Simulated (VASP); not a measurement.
**TaN: single point with PBEsol**

TaN:

```
CELL_PARAMETERS angstrom
0.00000 2.17900 2.17900
2.17900 0.00000 2.17900
2.17900 2.17900 0.00000
ATOMIC_POSITIONS crystal
Ta 0.50860 0.50860 0.49140
N 0.00000 0.00000 0.00000
```

This cell differs from its parent crystal: all Ta atoms moved +0.037 Å, as atom 1 along Cartesian [0 0 1].

| Item | Value |
| --- | --- |
| Program | VASP 6.6.1 |
| Task | single point |
| Functional | PBEsol |
| Potentials or basis | VASP PAW PBE potentials, release 64 (Ta_sv_GW, N) |
| Cutoff | 700 eV |
| k mesh | 18 × 18 × 18 |
| Occupations | gaussian, width 0.15 eV |
| Spin | no spin polarisation |

The pressure is 4.7 GPa. The largest force is 0.331 eV/Å and the band gap on the k mesh is zero (bands 9 and 10 overlap by 4.14 eV).

Forces on the atoms (eV/Å):
```
Ta   0.000  0.000 -0.331
N    0.000  0.000  0.331
```

Stress tensor (GPa, compression positive):
```
4.49 0.00 0.00
0.00 4.49 0.00
0.00 0.00 5.26
```

Levels at points of the mesh, in eV from the Fermi level:
| k point | band 7 | band 8 | band 9 | band 10 | band 11 | band 12 |
| --- | --- | --- | --- | --- | --- | --- |
| (0.00, 0.00, 0.00) | -3.92 | -3.91 | -2.20 | -2.15 | -2.15 | 0.04 |
| (0.50, 0.00, 0.00) | -7.79 | -7.78 | 1.99 | 2.00 | 2.09 | 3.85 |
| (0.50, 0.50, 0.00) | -5.68 | -4.68 | -4.68 | 2.19 | 3.73 | 3.73 |
| (0.00, 0.50, 0.50) | -5.77 | -4.68 | -4.58 | 2.20 | 3.73 | 3.73 |

It took 2.2 min on 1 thread of Intel(R) Xeon(R) Platinum 8488C (Sapphire Rapids), on a shared host, peak memory 0.39 GiB.

Caveat: the cell differs from its parent crystal (all Ta atoms moved +0.037 Å, as atom 1 along Cartesian [0 0 1]); the cell stands under pressure; the PAW data sets were made with another functional, which shifts forces and pressure a little; spin-orbit coupling is left out, which moves the levels of the heavy elements.
